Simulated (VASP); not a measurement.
# Ca (Fm-3m) in VASP: a series of runs, part 2 of 2

VASP 6.6.1.

### Step 3. Single point, PBE

This run uses another cell than the first one, of 42.19 Å³/atom.

The input, INCAR:

```
  ALGO = Normal
  EDIFF = 1E-6
  ENCUT = 500
  GGA = PE
  GGA_COMPAT = False
  ISIF = 2
  ISMEAR = -4
  LASPH = True
  LCHARG = False
  LREAL = False
  LWAVE = False
  NBANDS = 11
  NELM = 120
  PREC = Accurate
  SIGMA = 0.1
```

The input, KPOINTS:

```
k-points
0
Gamma
  14 14 14
```

The input, POSCAR:

```
Ca
1.0
    0.0000000000      2.7630100866      2.7630100866
    2.7630100866      0.0000000000      2.7630100866
    2.7630100866      2.7630100866      0.0000000000
Ca
1
Direct
    0.0000000000      0.0000000000      0.0000000000
```

Potentials or basis: VASP PAW PBE potentials, release 64 (Ca_sv).

Command:

```console
> cat potpaw_PBE.64/Ca_sv/POTCAR > POTCAR
> mpirun -np 1 vasp_std > vasp.out
```

Run time: 24 s. Hardware: 1 thread of Intel Xeon Platinum 8259CL at 2.50GHz (Skylake/Cascade Lake), shared host; peak memory 0.18 GiB.

It converged, with:

```yaml
Free_energy: -1.9210 eV
Pressure: -0.1 GPa
Band_gap_on_the_k_mesh: zero (bands 5 and 6 overlap by 0.31 eV)
```

Levels at points of the mesh, in eV from the Fermi level:
```csv
k point,band 3,band 4,band 5,band 6,band 7,band 8
"(0.00, 0.00, 0.00)",-22.92,-22.92,-4.03,2.34,2.34,2.34
"(0.50, 0.00, 0.00)",-22.94,-22.94,-0.98,-0.16,2.23,2.23
"(0.50, 0.50, 0.00)",-22.97,-22.97,-0.45,0.58,0.97,4.10
```

### Step 4. Single point, PBE

This run uses another cell than the first one, of 42.19 Å³/atom.

The input, INCAR:

```
SYSTEM = Ca
PREC     = Accurate       ! precision mode
ENCUT    = 520            ! plane-wave cutoff, eV
EDIFF    = 1E-6           ! SCF threshold, eV
ISMEAR   = 0              ! smearing method
SIGMA    = 0.1            ! smearing width, eV
LREAL    = .FALSE.        ! projectors in reciprocal space
LASPH    = .TRUE.         ! aspherical terms in the spheres
NELM     = 60             ! most SCF steps
ALGO     = Normal         ! electronic algorithm
ISIF     = 2              ! what is computed and relaxed
LWAVE    = .FALSE.        ! write WAVECAR
LCHARG   = .FALSE.        ! write CHGCAR
GGA      = PE             ! functional
NBANDS   = 11             ! bands
```

The input, KPOINTS:

```
Automatic mesh
0
G
  14 14 14
  0 0 0
```

POSCAR is that of step 3.

Potentials or basis: VASP PAW PBE potentials, release 64 (Ca_sv).

Command:

```console
> cat potpaw_PBE.64/Ca_sv/POTCAR > POTCAR
> mpirun -np 1 vasp_std > vasp.out
```

OUTCAR:

```text
SYSTEM = Ca
   PREC = Accurate
   ENCUT = 520
   EDIFF = 1E-6
   ISMEAR = 0
   LREAL = .FALSE.
   LASPH = .TRUE.
   NELM = 60
   ISIF = 2
   GGA = PE

 ion  position               nearest neighbor table
   1  0.000  0.000  0.000-

  LATTYP: Found a face centered cubic cell.
 ALAT       =     5.5260201732

  Lattice vectors:

 A1 = (   0.0000000000,   2.7630100866,   2.7630100866)
 A2 = (   2.7630100866,   0.0000000000,   2.7630100866)
 A3 = (   2.7630100866,   2.7630100866,   0.0000000000)

Analysis of symmetry for initial positions (statically):
[... 507 lines left out ...]
      5      -0.8507      2.00000
      6       3.3363      0.00000
      7       4.2662      0.00000
      8       4.6106      0.00000
      9       5.0437      0.00000
     10       5.6680      0.00000
     11       9.6747      0.00000

 [... further k-points ...]
[... 5 lines left out ...]
  --------------------------------------------------------------------------------------
  -------------------------------------------------------------------------------------
  Total       -0.0001969     -0.0001969     -0.0001969      0.0000000     -0.0000000      0.0000000
  in kB       -0.0074789     -0.0074789     -0.0074789      0.0000000     -0.0000000      0.0000000
  external PRESSURE =      -0.0074789 kB  Pullay stress =       0.0000000 kB

 VOLUME and BASIS-vectors are now :
 -----------------------------------------------------------------------------
  energy-cutoff  :      520.00
  volume of cell :       42.19
      direct lattice vectors                 reciprocal lattice vectors
     0.000000000  2.763010087  2.763010087    -0.180962061  0.180962061  0.180962061
     2.763010087  0.000000000  2.763010087     0.180962061 -0.180962061  0.180962061
     2.763010087  2.763010087  0.000000000     0.180962061  0.180962061 -0.180962061

 POSITION                                       TOTAL-FORCE (eV/Angst)
 -----------------------------------------------------------------------------------
      0.00000      0.00000      0.00000         0.000000      0.000000      0.000000
 -----------------------------------------------------------------------------------
    total drift:                               -0.000000     -0.000000      0.000000

  FREE ENERGIE OF THE ION-ELECTRON SYSTEM (eV)
  ---------------------------------------------------
  free  energy   TOTEN  =        -1.9332751671 eV

  energy  without entropy=       -1.9262622655  energy(sigma->0) =       -1.92976872
```

stdout:

```text
POSCAR found type information on POSCAR Ca
 POSCAR found :  1 types and       1 ions
 scaLAPACK will be used
 LDA part: xc-table for (Slater+PW92), standard interpolation
 POSCAR, INCAR and KPOINTS ok, starting setup
 FFT: planning ... GRIDC
 FFT: planning ... GRID_SOFT
 FFT: planning ... GRID
 WAVECAR not read
 entering main loop
```

Wall time 19 s (1 thread of Intel Xeon 6975P-C (Granite Rapids), shared host); peak memory 0.19 GiB.

What came out:

- Free energy: -1.9333 eV
- Pressure: 0.0 GPa
- Band gap on the k mesh: zero (bands 5 and 6 overlap by 0.31 eV)

Levels at points of the mesh, in eV from the Fermi level:
```
           k point  band 1  band 2  band 3  band 4  band 5  band 6  band 7  band 8  band 9  band 10
(0.00, 0.00, 0.00)  -42.01  -22.93  -22.93  -22.93   -4.02    2.34    2.34    2.34    3.41     3.41
(0.50, 0.00, 0.00)  -42.00  -23.07  -22.95  -22.95   -0.98   -0.15    2.23    2.23    4.10     4.10
(0.50, 0.50, 0.00)  -41.99  -23.06  -22.98  -22.98   -0.45    0.58    0.97    4.09    4.28     4.28
```

### Step 5. Relaxation of cell and atoms, PBE

The input, INCAR:

```
PREC = Accurate
ENCUT = 600
EDIFF = 1E-7
ISMEAR = 0
SIGMA = 0.1
LREAL = F
LASPH = T
NELM = 80
ALGO = Normal
ISIF = 3
LWAVE = F
LCHARG = F
GGA = PE
IBRION = 2
NSW = 80
EDIFFG = -0.01
```

The input, KPOINTS:

```
Automatic mesh
0
Gamma
  14 14 14
```

The input, POSCAR:

```
Ca
1.0
    0.0000000000      2.7527484882      2.7527484882
    2.7527484882      0.0000000000      2.7527484882
    2.7527484882      2.7527484882      0.0000000000
Ca
1
Direct
    0.0000000000      0.0000000000      0.0000000000
```

Command:

```console
> cat potpaw_PBE.64/Ca_sv/POTCAR > POTCAR
> mpirun -np 1 vasp_std > vasp.out
```

It took 36 s on 1 thread of Intel Xeon 6975P-C (Granite Rapids), shared host; peak memory 0.21 GiB.

It converged, with:

```
Free energy                           : -1.9332 eV
Relaxed volume                        : 42.27 Å³/atom
Relaxed cell                          : a = 3.910 Å, b = 3.910 Å, c = 3.910 Å, α = 60.00°, β = 60.00°, γ = 60.00°
Space group after relaxing (to 0.1 Å) : Fm-3m (No. 225)
Energy gained by relaxing             : 0.4 meV/atom
Ionic steps                           : 3
Pressure after relaxing               : 0.0 GPa
Band gap on the k mesh                : zero (bands 5 and 6 overlap by 0.32 eV)
```

The path:
```tsv
step	energy change (eV)	largest force (eV/Å)	pressure (GPa)	volume (Å³)
1	0.0000	0.0000	0.23	41.72
2	-0.0003	0.0000	0.08	42.08
3	-0.0004	0.0000	0.00	42.27
```

Final structure:
```
Ca
1.0
     0.00000    2.76482    2.76482
     2.76482    0.00000    2.76482
     2.76482    2.76482    0.00000
Ca
1
Direct
  0.00000 0.00000 0.00000
```

Levels at points of the mesh, in eV from the Fermi level:
| k point | band 3 | band 4 | band 5 | band 6 | band 7 | band 8 |
| --- | --- | --- | --- | --- | --- | --- |
| (0.00, 0.00, 0.00) | -22.93 | -22.93 | -4.02 | 2.34 | 2.34 | 2.34 |
| (0.50, 0.00, 0.00) | -22.95 | -22.95 | -0.98 | -0.16 | 2.23 | 2.23 |
| (0.50, 0.50, 0.00) | -22.98 | -22.98 | -0.45 | 0.58 | 0.97 | 4.09 |

### Step 6. Summary

```csv
task,cell,k mesh,cutoff (eV),smearing,gap on the mesh (eV),pressure (GPa)
single point,"a = 3.893 Å, angles 60.0°, 1 atom",6 × 6 × 6,500,gaussian 0.1 eV,none,0.1
single point,"a = 3.907 Å, angles 60.0°, 1 atom",14 × 14 × 14,500,tetrahedron,none,-0.1
single point,"a = 3.907 Å, angles 60.0°, 1 atom",14 × 14 × 14,520,gaussian 0.1 eV,none,0.0
relaxation of cell and atoms,"relaxed from a = 3.893 Å, angles 60.0°, 1 atom",14 × 14 × 14,600,gaussian 0.1 eV,none,0.0
```

Alike in all rows: level PBE; potentials or basis VASP PAW PBE potentials, release 64 (Ca_sv); no spin polarisation.

Absolute energies hang on the potentials; compare differences alone.
